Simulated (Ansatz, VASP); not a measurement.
**Ba: VASP beside Ansatz**

```
Ba
1.0
    -2.43433    2.43433    2.43433
     2.43433   -2.43433    2.43433
     2.43433    2.43433   -2.43433
Ba
1
Cartesian
  0.0000 0.0000 0.0000
```

Alike in both runs: functional PBEsol; k mesh 12 × 12 × 12; occupations gaussian, width 0.1 eV; no spin polarisation.

Ansatz relaxed the structure, and its values are those at the end. VASP's run is a single point on that final structure, the one shown.

|  | VASP | Ansatz |
| --- | --- | --- |
| version | VASP 6.6.1 | Ansatz 0.2.0 |
| potentials or method | VASP PAW PBE potentials, release 64 (Ba_sv), cutoff 520 eV | scalar-relativistic, plane waves, PAW |
| valence electrons in the cell | 10 | 10 |

|  | VASP | Ansatz | Ansatz less VASP |
| --- | --- | --- | --- |
| gap on the k mesh at the Fermi level (eV) | none | none | - |
| pressure (GPa) | 0.1 | 0.0 | -0.08 |

VASP's potentials were made for PBE, not for PBEsol. A gap of «none» marks a metal or a gap that the smearing closes. With one functional, cell and mesh, what is left measures potentials, basis and numerics.

Neither program's run includes spin-orbit coupling.
